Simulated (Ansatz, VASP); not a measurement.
**BaTe: VASP beside Ansatz**

```
Ba Te
1.0
     0.00000    3.47119    3.47119
     3.47119    0.00000    3.47119
     3.47119    3.47119    0.00000
Ba Te
1 1
Direct
  0.50000 0.50000 0.50000
  0.00000 0.00000 0.00000
```

Alike in both runs: task single point; functional PBEsol; k mesh 6 × 6 × 6; occupations gaussian, width 0.05 eV; no spin polarisation.

```csv
,VASP,Ansatz
version,VASP 6.6.1,Ansatz 0.2.0
potentials or method,"VASP PAW PBE potentials, release 64 (Ba_sv, Te), cutoff 520 eV","scalar-relativistic, plane waves, PAW"
valence electrons in the cell,16,26
```

Ansatz gave:

```
gap on the k mesh at the Fermi level (eV) : 1.46
least direct gap on the mesh (eV)         : 1.82
pressure (GPa)                            : 0.0
```

Question: Which values does VASP return?

Answer: gap on the k mesh at the Fermi level (eV): 1.37; least direct gap on the mesh (eV): 1.76; pressure (GPa): 0.4.

VASP's potentials were made for PBE, not for PBEsol. With one functional, cell and mesh, what is left measures potentials, basis and numerics. VASP's potentials hold 16 valence electrons a cell and Ansatz's 26, so a difference there can come from the potentials and not from the codes.

Neither program's run includes spin-orbit coupling.
